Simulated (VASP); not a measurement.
# CoSi2 (Fm-3m) in VASP: further runs

CoSi2 is run at these levels: r2SCAN, LDA, PBE; tasks: single point, relaxation of cell and atoms.

Everything below comes from runs of VASP 6.6.1. Logs are shortened: lines on timing, memory, paths and dates and some standing lists are left out, and cuts for length are marked.

### 1 The cell of the first run

Symmetry: Fm-3m, No. 225, cubic system. The conventional cell has a = 5.461 Å, b = 5.461 Å, c = 5.461 Å, α = 90.00°, β = 90.00°, γ = 90.00°. Co (site symmetry m-3m) has 8 Si at 2.36 Å within 3.1 Å. Within 3.1 Å of Si (site symmetry -43m) lie 4 Co at 2.36 Å and 6 Si at 2.73 Å.

### 2 Single point, r2SCAN, collinear spin, ferromagnetic start

File POSCAR:

```
CoSi2
1.0
    0.0000000000      2.7305231384      2.7305231384
    2.7305231384      0.0000000000      2.7305231384
    2.7305231384      2.7305231384      0.0000000000
Co Si
1 2
Direct
    0.0000000000      0.0000000000      0.0000000000
    0.7500000000      0.7500000000      0.7500000000
    0.2500000000      0.2500000000      0.2500000000
```

File INCAR.step1:

```
PREC = Accurate ; ENCUT = 520
ISMEAR = -1 ; SIGMA = 0.05
LREAL = F ; LASPH = T
NELM = 150 ; ISPIN = 2
MAGMOM = 2 0 0 ; LMAXMIX = 4
NBANDS = 20 ; GGA = PE
ALGO = Normal ; EDIFF = 1E-4
LWAVE = T ; LCHARG = F
```

File INCAR.step2:

```
PREC = Accurate ; ENCUT = 520
EDIFF = 1E-6 ; ISMEAR = -1
SIGMA = 0.05 ; LREAL = F
LASPH = T ; NELM = 150
ALGO = Normal ; ISIF = 2
LWAVE = F ; LCHARG = F
ISPIN = 2 ; MAGMOM = 2 0 0
LORBIT = 11 ; LMAXMIX = 4
METAGGA = R2SCAN ; LMIXTAU = T
NBANDS = 20 ; ISTART = 1
```

File KPOINTS:

```
regular mesh
0
Gamma
  9 9 9
```

Potentials or basis: VASP PAW PBE potentials, release 64 (Co, Si).

Command:

```bash
cat potpaw_PBE.64/Co/POTCAR potpaw_PBE.64/Si/POTCAR > POTCAR
cp INCAR.step1 INCAR
mpirun -np 1 vasp_std > vasp.out
cp INCAR.step2 INCAR
mpirun -np 1 vasp_std > vasp.out
```

OUTCAR:

```text
PREC = Accurate
   ENCUT = 520
   EDIFF = 1E-6
   ISMEAR = -1
   LREAL = F
   LASPH = T
   NELM = 150
   ISIF = 2
   ISPIN = 2
   LORBIT = 11
   METAGGA = R2SCAN
   ISTART = 1

 ion  position               nearest neighbor table
   1  0.000  0.000  0.000-   2 2.36   2 2.36   3 2.36   3 2.36   3 2.36   3 2.36   2 2.36   2 2.36

   2  0.750  0.750  0.750-   1 2.36   1 2.36   1 2.36   1 2.36   3 2.73   3 2.73   3 2.73   3 2.73
                             3 2.73   3 2.73
   3  0.250  0.250  0.250-   1 2.36   1 2.36   1 2.36   1 2.36   2 2.73   2 2.73   2 2.73   2 2.73
                             2 2.73   2 2.73

  LATTYP: Found a face centered cubic cell.
 ALAT       =     5.4610462768

  Lattice vectors:

 A1 = (   0.0000000000,   2.7305231384,   2.7305231384)
 A2 = (   2.7305231384,   0.0000000000,   2.7305231384)
 A3 = (   2.7305231384,   2.7305231384,   0.0000000000)

Analysis of symmetry for initial positions (statically):
=====================================================================
 Subroutine PRICEL returns:
 Original cell was already a primitive cell.

 Routine SETGRP: Setting up the symmetry group for a
 face centered cubic supercell.

 Subroutine GETGRP returns: Found 48 space group operations
 (whereof 48 operations were pure point group operations)
 out of a pool of 48 trial point group operations.

The static configuration has the point symmetry O_h .

Analysis of symmetry for dynamics (positions and initial velocities):
=====================================================================
 Subroutine PRICEL returns:
 Original cell was already a primitive cell.

 Routine SETGRP: Setting up the symmetry group for a
 face centered cubic supercell.

 Subroutine GETGRP returns: Found 48 space group operations
 (whereof 48 operations were pure point group operations)
 out of a pool of 48 trial point group operations.

The dynamic configuration has the point symmetry O_h .

Analysis of structural, dynamic, and magnetic symmetry:
=====================================================================
 Subroutine PRICEL returns:
 Original cell was already a primitive cell.

 Routine SETGRP: Setting up the symmetry group for a
 face centered cubic supercell.

 Subroutine GETGRP returns: Found 48 space group operations
 (whereof 48 operations were pure point group operations)
 out of a pool of 48 trial point group operations.

The overall configuration has the point symmetry O_h .

 Subroutine INISYM returns: Found 48 space group operations
[... 119 lines left out ...]
     AMIX_MAG =   1.60;   BMIX_MAG =  1.00
  volume/ion in A,a.u.               =      13.57        91.59
  Fermi-wavevector in a.u.,A,eV,Ry     =   1.223588  2.312246 20.370208  1.497168
  Thomas-Fermi vector in A             =   2.358694
   LORBIT       =     11    0 simple, 1 ext, 2 COOP (PROOUT), +10 PAW based schemes
   METAGGA = R2SCAN    functional components
   LHFCALC =     F    Hartree Fock is set to
   AEXX    =    0.0000 exact exchange contribution
   IVDW    =     0    specifies the selected vdW correction
   LEPSILON=     F    determine dielectric tensor
   LRPA    =     F    only Hartree local field effects (RPA)
 spin polarized calculation
  energy-cutoff  :      520.00
  volume of cell :       40.72
 maximum number of plane-waves:      1113
 NGX is ok and might be reduce to    30
   NGX = 15   NGY = 15   NGZ = 15

 number of electron      16.9999998 magnetization      -0.0000153

 number of electron      16.9999998 magnetization       0.0000129

 Free energy of the ion-electron system (eV)
  ---------------------------------------------------
  ext. energy  EPLUGINS =         0.00000000
  ---------------------------------------------------
  free energy    TOTEN  =       -31.86348917 eV

  energy without entropy =      -31.85366782  energy(sigma->0) =      -31.85857850

 E-fermi :   9.2278     XC(G=0): -12.2538

 val. band max:        9.2241252736   @ k =  -0.2222   0.1111   0.0000
 cond. band min:       9.2527663846   @ k =   0.3333   0.1111   0.0000
 fundamental gap:      0.0286411110
 Fermi energy:         9.2277834702

 spin component 1

 k-point     1 :       0.0000    0.0000    0.0000
  band No.  band energies     occupation
      1      -4.0945      1.00000
      2       5.2420      1.00000
      3       5.2420      1.00000
      4       5.2420      1.00000
      5       7.4060      1.00000
      6       7.4060      1.00000
[... 541 lines left out ...]
     19      24.6488      0.00000
     20      24.6488      0.00000

 [... further k-points ...]

 spin component 2

 k-point     1 :       0.0000    0.0000    0.0000
  band No.  band energies     occupation
      1      -4.0945      1.00000
      2       5.2420      1.00000
      3       5.2420      1.00000
      4       5.2420      1.00000
      5       7.4060      1.00000
      6       7.4060      1.00000
[... 541 lines left out ...]
     19      24.6488      0.00000
     20      24.6488      0.00000

 [... further k-points ...]
[... 5 lines left out ...]
  --------------------------------------------------------------------------------------
  -------------------------------------------------------------------------------------
  Total       -3.4073581     -3.4073581     -3.4073581      0.0000000     -0.0000000     -0.0000000
  in kB     -134.0790080   -134.0790080   -134.0790080      0.0000000     -0.0000000     -0.0000000
  external PRESSURE =    -134.0790080 kB  Pullay stress =       0.0000000 kB

 VOLUME and BASIS-vectors are now :
 -----------------------------------------------------------------------------
  energy-cutoff  :      520.00
  volume of cell :       40.72
      direct lattice vectors                 reciprocal lattice vectors
     0.000000000  2.730523138  2.730523138    -0.183115094  0.183115094  0.183115094
     2.730523138  0.000000000  2.730523138     0.183115094 -0.183115094  0.183115094
     2.730523138  2.730523138  0.000000000     0.183115094  0.183115094 -0.183115094

 POSITION                                       TOTAL-FORCE (eV/Angst)
 -----------------------------------------------------------------------------------
      0.00000      0.00000      0.00000        -0.000000      0.000000     -0.000000
      4.09578      4.09578      4.09578        -0.000000     -0.000000     -0.000000
      1.36526      1.36526      1.36526         0.000000      0.000000      0.000000
 -----------------------------------------------------------------------------------
    total drift:                                0.000000     -0.000000     -0.000000

  FREE ENERGIE OF THE ION-ELECTRON SYSTEM (eV)
  ---------------------------------------------------
  free  energy   TOTEN  =       -31.8634891693 eV

  energy  without entropy=      -31.8536678218  energy(sigma->0) =      -31.85857850

 total charge

# of ion       s       p       d       tot
------------------------------------------
    1        0.532   0.691   7.541   8.764
    2        0.710   0.850   0.000   1.560
    3        0.710   0.850   0.000   1.560
--------------------------------------------------
tot          1.952   2.392   7.541  11.885

 magnetization (x)

# of ion       s       p       d       tot
------------------------------------------
    1       -0.000   0.000   0.000   0.000
    2       -0.000  -0.000   0.000  -0.000
    3       -0.000  -0.000   0.000  -0.000
--------------------------------------------------
tot         -0.000  -0.000   0.000   0.000
```

OUTCAR.step1:

```text
PREC = Accurate
   ENCUT = 520
   ISMEAR = -1
   LREAL = F
   LASPH = T
[... 1354 lines left out ...]
      0.00000      0.00000      0.00000         0.000000     -0.000000     -0.000000
      4.09578      4.09578      4.09578         0.000000      0.000000      0.000000
      1.36526      1.36526      1.36526        -0.000000     -0.000000     -0.000000
 -----------------------------------------------------------------------------------
    total drift:                                0.000000     -0.000000     -0.000000

  FREE ENERGIE OF THE ION-ELECTRON SYSTEM (eV)
  ---------------------------------------------------
  free  energy   TOTEN  =       -19.2300154083 eV

  energy  without entropy=      -19.2199103214  energy(sigma->0) =      -19.22496286
```

OSZICAR.step1:

```text
N       E                     dE             d eps       ncg     rms          rms(c)
DAV:   1     0.650892110921E+02    0.65089E+02   -0.66134E+03  2848   0.799E+02
DAV:   2    -0.160333023310E+02   -0.81123E+02   -0.71206E+02  2936   0.181E+02
DAV:   3    -0.202868653467E+02   -0.42536E+01   -0.41029E+01  3424   0.442E+01
DAV:   4    -0.203596117389E+02   -0.72746E-01   -0.72579E-01  3276   0.522E+00
DAV:   5    -0.203617513939E+02   -0.21397E-02   -0.21394E-02  3552   0.953E-01    0.156E+01
DAV:   6    -0.260718178022E+02   -0.57101E+01   -0.20283E+01  3120   0.898E+01    0.217E+01
DAV:   7    -0.192551376932E+02    0.68167E+01   -0.10147E+01  3492   0.689E+01    0.316E+00
DAV:   8    -0.192626840936E+02   -0.75464E-02   -0.71214E-01  3628   0.637E+00    0.208E+00
DAV:   9    -0.192293535133E+02    0.33331E-01   -0.95765E-02  3328   0.432E+00    0.740E-01
DAV:  10    -0.192300528990E+02   -0.69939E-03   -0.38473E-03  3680   0.591E-01    0.328E-01
DAV:  11    -0.192300154083E+02    0.37491E-04   -0.61837E-04  3492   0.284E-01
   1 F= -.19230015E+02 E0= -.19224963E+02  d E =-.101051E-01  mag=     0.0047
```

Wall time 2.2 min (1 thread of AMD EPYC 9R45 (Zen 5), shared host); peak memory 0.19 GiB.

What came out:

```
Free energy                                           : -31.8635 eV
Pressure                                              : -13.4 GPa
Net moment                                            : 0.00 μB per cell
Valence electrons inside the program's atomic spheres : Co 8.76; Si 1.56
```

Levels at points of the mesh, in eV from the Fermi level:
Spin up:
```
           k point  band 7  band 8  band 9  band 10  band 11  band 12
(0.00, 0.00, 0.00)    0.65    3.39    3.39     3.39     3.58     3.58
```
Spin down:
```
           k point  band 7  band 8  band 9  band 10  band 11  band 12
(0.00, 0.00, 0.00)    0.65    3.39    3.39     3.39     3.58     3.58
```

Caveat: the starting moments collapsed, and a magnetic state may lie lower; the PAW data sets were made with another functional, which shifts forces and pressure a little.

### 3 Single point, LDA, collinear spin, ferromagnetic start

This run uses another cell than the first one, of 12.23 Å³/atom, 0.901 times its volume.

File INCAR:

```
SYSTEM = CoSi2
  PREC = Accurate
  ENCUT = 520
  EDIFF = 1E-6
  ISMEAR = -1
  SIGMA = 0.05
  LREAL = .False.
  LASPH = .True.
  NELM = 150
  ALGO = Normal
  ISIF = 2
  LWAVE = .False.
  LCHARG = .True.
  ISPIN = 2
  MAGMOM = 2 0 0
  LORBIT = 11
  LMAXMIX = 4
  GGA = CA
  LELF = .True.
  LVHAR = .True.
  NBANDS = 20
```

File KPOINTS:

```
Automatic mesh
0
Gamma
  9 9 9
  0 0 0
```

File POSCAR:

```
CoSi2
1.0
    0.0000000000      2.6372476304      2.6372476304
    2.6372476304      0.0000000000      2.6372476304
    2.6372476304      2.6372476304      0.0000000000
Co Si
1 2
Direct
    0.0000000000      0.0000000000      0.0000000000
    0.7500000000      0.7500000000      0.7500000000
    0.2500000000      0.2500000000      0.2500000000
```

Potentials or basis: VASP PAW LDA potentials, release 64 (Co, Si).

Command:

```bash
cat potpaw_LDA.64/Co/POTCAR potpaw_LDA.64/Si/POTCAR > POTCAR
mpirun -np 1 vasp_std > vasp.out
```

OUTCAR:

```text
SYSTEM = CoSi2
   PREC = Accurate
   ENCUT = 520
   EDIFF = 1E-6
   ISMEAR = -1
   LREAL = .False.
   LASPH = .True.
   NELM = 150
   ISIF = 2
   ISPIN = 2
   LORBIT = 11
   GGA = CA

 ion  position               nearest neighbor table
   1  0.000  0.000  0.000-   2 2.28   2 2.28   2 2.28   2 2.28   3 2.28   3 2.28   3 2.28   3 2.28

   2  0.750  0.750  0.750-   1 2.28   1 2.28   1 2.28   1 2.28   3 2.64   3 2.64   3 2.64   3 2.64
                             3 2.64   3 2.64
   3  0.250  0.250  0.250-   1 2.28   1 2.28   1 2.28   1 2.28   2 2.64   2 2.64   2 2.64   2 2.64
                             2 2.64   2 2.64

  LATTYP: Found a face centered cubic cell.
 ALAT       =     5.2744952608

  Lattice vectors:

 A1 = (   0.0000000000,   2.6372476304,   2.6372476304)
 A2 = (   2.6372476304,   0.0000000000,   2.6372476304)
 A3 = (   2.6372476304,   2.6372476304,   0.0000000000)

Analysis of symmetry for initial positions (statically):
=====================================================================
 Subroutine PRICEL returns:
 Original cell was already a primitive cell.

 Routine SETGRP: Setting up the symmetry group for a
 face centered cubic supercell.

 Subroutine GETGRP returns: Found 48 space group operations
 (whereof 48 operations were pure point group operations)
 out of a pool of 48 trial point group operations.

The static configuration has the point symmetry O_h .

Analysis of symmetry for dynamics (positions and initial velocities):
=====================================================================
 Subroutine PRICEL returns:
 Original cell was already a primitive cell.

 Routine SETGRP: Setting up the symmetry group for a
 face centered cubic supercell.

 Subroutine GETGRP returns: Found 48 space group operations
 (whereof 48 operations were pure point group operations)
 out of a pool of 48 trial point group operations.

The dynamic configuration has the point symmetry O_h .

Analysis of structural, dynamic, and magnetic symmetry:
[... 152 lines left out ...]
 number of electron      17.0000008 magnetization      -0.0001879

 Free energy of the ion-electron system (eV)
  ---------------------------------------------------
  ext. energy  EPLUGINS =         0.00000000
  ---------------------------------------------------
  free energy    TOTEN  =       -21.92884863 eV

  energy without entropy =      -21.91874780  energy(sigma->0) =      -21.92379822

 E-fermi :  10.5933     XC(G=0): -12.1196

 val. band max:       10.5726584993   @ k =  -0.2222   0.1111   0.0000
 cond. band min:      10.6174733262   @ k =   0.3333   0.1111   0.0000
 fundamental gap:      0.0448148268
 Fermi energy:        10.5932814792

 spin component 1

 k-point     1 :       0.0000    0.0000    0.0000
  band No.  band energies     occupation
      1      -2.7992      1.00000
      2       6.3291      1.00000
      3       6.3291      1.00000
      4       6.3292      1.00000
      5       8.5664      1.00000
      6       8.5664      1.00000
[... 541 lines left out ...]
     19      26.0369      0.00000
     20      26.1374      0.00000

 [... further k-points ...]

 spin component 2

 k-point     1 :       0.0000    0.0000    0.0000
  band No.  band energies     occupation
      1      -2.7993      1.00000
      2       6.3291      1.00000
      3       6.3291      1.00000
      4       6.3291      1.00000
      5       8.5663      1.00000
      6       8.5663      1.00000
[... 541 lines left out ...]
     19      26.0369      0.00000
     20      26.1373      0.00000

 [... further k-points ...]
[... 5 lines left out ...]
  --------------------------------------------------------------------------------------
  -------------------------------------------------------------------------------------
  Total        0.0680220      0.0680220      0.0680220      0.0000000     -0.0000000      0.0000000
  in kB        2.9708281      2.9708281      2.9708281      0.0000000     -0.0000000      0.0000000
  external PRESSURE =       2.9708281 kB  Pullay stress =       0.0000000 kB

 VOLUME and BASIS-vectors are now :
 -----------------------------------------------------------------------------
  energy-cutoff  :      520.00
  volume of cell :       36.68
      direct lattice vectors                 reciprocal lattice vectors
     0.000000000  2.637247630  2.637247630    -0.189591601  0.189591601  0.189591601
     2.637247630  0.000000000  2.637247630     0.189591601 -0.189591601  0.189591601
     2.637247630  2.637247630  0.000000000     0.189591601  0.189591601 -0.189591601

 POSITION                                       TOTAL-FORCE (eV/Angst)
 -----------------------------------------------------------------------------------
      0.00000      0.00000      0.00000        -0.000000      0.000000     -0.000000
      3.95587      3.95587      3.95587        -0.000000     -0.000000      0.000000
      1.31862      1.31862      1.31862         0.000000     -0.000000     -0.000000
 -----------------------------------------------------------------------------------
    total drift:                               -0.000000     -0.000000      0.000000

  FREE ENERGIE OF THE ION-ELECTRON SYSTEM (eV)
  ---------------------------------------------------
  free  energy   TOTEN  =       -21.9288486282 eV

  energy  without entropy=      -21.9187478043  energy(sigma->0) =      -21.92379822

 total charge

# of ion       s       p       d       tot
------------------------------------------
    1        0.568   0.773   7.669   9.010
    2        0.723   0.909   0.000   1.633
    3        0.723   0.909   0.000   1.633
--------------------------------------------------
tot          2.015   2.591   7.669  12.275

 magnetization (x)

# of ion       s       p       d       tot
------------------------------------------
    1       -0.000  -0.000  -0.000  -0.000
    2        0.000   0.000   0.000   0.000
    3        0.000   0.000   0.000   0.000
--------------------------------------------------
tot          0.000  -0.000  -0.000  -0.000
```

stdout:

```text
POSCAR found type information on POSCAR CoSi
 POSCAR found :  2 types and       3 ions
 scaLAPACK will be used
 LDA part: xc-table for (Slater(with rela. corr.)+CA(PZ))
 , standard interpolation
 POSCAR, INCAR and KPOINTS ok, starting setup
 FFT: planning ... GRIDC
 FFT: planning ... GRID_SOFT
 FFT: planning ... GRID
 WAVECAR not read
 entering main loop
```

Run time: 68 s. Hardware: 1 thread of Intel Xeon Platinum 8259CL at 2.50GHz (Skylake/Cascade Lake), shared host; peak memory 0.17 GiB.

Results:

```
Free energy                                           : -21.9288 eV
Pressure                                              : 0.3 GPa
Net moment                                            : 0.00 μB per cell
Valence electrons inside the program's atomic spheres : Co 9.01; Si 1.63
```

Caveat: the starting moments collapsed, and a magnetic state may lie lower.

### 4 Single point, PBE, collinear spin, ferromagnetic start

This run uses another cell than the first one, of 12.84 Å³/atom, 0.946 times its volume.

INCAR, as its differences from that of step 3:

```diff
@@ -17,3 +17,3 @@
   LMAXMIX = 4
-  GGA = CA
+  GGA = PE
   LELF = .True.
```

File KPOINTS:

```
regular mesh
0
Gamma
  9 9 9
  0 0 0
```

File POSCAR:

```
CoSi2
1.0
    0.0000000000      2.6802923304      2.6802923304
    2.6802923304      0.0000000000      2.6802923304
    2.6802923304      2.6802923304      0.0000000000
Co Si
1 2
Direct
    0.0000000000      0.0000000000      0.0000000000
    0.7500000000      0.7500000000      0.7500000000
    0.2500000000      0.2500000000      0.2500000000
```

Potentials or basis: VASP PAW PBE potentials, release 64 (Co, Si).

Command:

```bash
cat potpaw_PBE.64/Co/POTCAR potpaw_PBE.64/Si/POTCAR > POTCAR
mpirun -np 1 vasp_std > vasp.out
```

Wall time 78 s (1 thread of Intel Xeon Platinum 8259CL at 2.50GHz (Skylake/Cascade Lake), shared host); peak memory 0.19 GiB.

Results (log left out):

| Property | Result |
| --- | --- |
| Free energy | -19.2951 eV |
| Pressure | -0.2 GPa |
| Net moment | 0.00 μB per cell |
| Valence electrons inside the program's atomic spheres | Co 8.85; Si 1.59 |

Levels at points of the mesh, in eV from the Fermi level:
Spin up:
```tsv
k point	band 7	band 8	band 9	band 10	band 11	band 12
(0.00, 0.00, 0.00)	0.76	3.43	3.43	3.43	3.48	3.48
```
Spin down:
| k point | band 7 | band 8 | band 9 | band 10 | band 11 | band 12 |
| --- | --- | --- | --- | --- | --- | --- |
| (0.00, 0.00, 0.00) | 0.76 | 3.43 | 3.43 | 3.43 | 3.48 | 3.48 |

Caveat: the starting moments collapsed, and a magnetic state may lie lower.

(Part 1 of 2 ends here.)
